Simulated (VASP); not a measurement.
Input of a VASP 6.6.1 run:

POSCAR

```
ZnSb2C
1.0
    3.8077034504      0.0000000000      0.0000000000
    0.0000000000      3.8077034504      0.0000000000
    0.0000000000      0.0000000000     11.3317811118
Zn Sb C
2 4 2
Direct
    0.5000000000      0.0000000000      0.8557296162
    0.0000000000      0.5000000000      0.1442703838
    0.5000000000      0.5000000000      0.0000000000
    0.0000000000      0.0000000000      0.2952199251
    0.5000000000      0.5000000000      0.5000000000
    0.0000000000      0.0000000000      0.7047800749
    0.5000000000      0.0000000000      0.4011801944
    0.0000000000      0.5000000000      0.5988198056
```

The input INCAR.step1:

```
ALGO = Normal
EDIFF = 1E-4
ENCUT = 520
GGA = PE
ISMEAR = -1
LASPH = T
LCHARG = F
LREAL = F
LWAVE = T
NBANDS = 36
NELM = 100
PREC = Accurate
SIGMA = 0.02
```

INCAR.step2

```
ALGO = Normal
EDIFF = 1E-6
ENCUT = 520
ISIF = 2
ISMEAR = -1
ISTART = 1
LASPH = T
LCHARG = T
LELF = T
LMIXTAU = T
LREAL = F
LVHAR = T
LWAVE = F
METAGGA = R2SCAN
NBANDS = 36
NELM = 100
PREC = Accurate
SIGMA = 0.02
```

Contents of KPOINTS:

```
k-points
0
Gamma
  6 6 2
```

Potentials or basis: VASP PAW PBE potentials, release 64 (Zn, Sb, C).

Command:

```console
$ cat potpaw_PBE.64/Zn/POTCAR potpaw_PBE.64/Sb/POTCAR potpaw_PBE.64/C/POTCAR > POTCAR
$ cp INCAR.step1 INCAR
$ mpirun -np 1 vasp_std > vasp.out
$ cp INCAR.step2 INCAR
$ mpirun -np 1 vasp_std > vasp.out
```

Question: Estimate the largest force.

Answer: 0.201 eV/Å.

Question: Estimate the pressure.

Answer: 5.5 GPa.

Question: Predict the band gap on the k mesh.

Answer: Zero (band 26 reaches 6.59 eV, above the bottom of band 27 at 6.31 eV).

Forces on the atoms (eV/Å):
```
Zn   0.000  0.000 -0.087
Zn   0.000  0.000  0.087
Sb   0.000  0.000  0.000
Sb   0.000  0.000 -0.201
Sb   0.000  0.000  0.000
Sb   0.000  0.000  0.201
C    0.000  0.000  0.071
C    0.000  0.000 -0.071
```

Caveat: the PAW data sets were made with another functional, which shifts forces and pressure a little; spin-orbit coupling is left out, which moves the levels of the heavy elements.
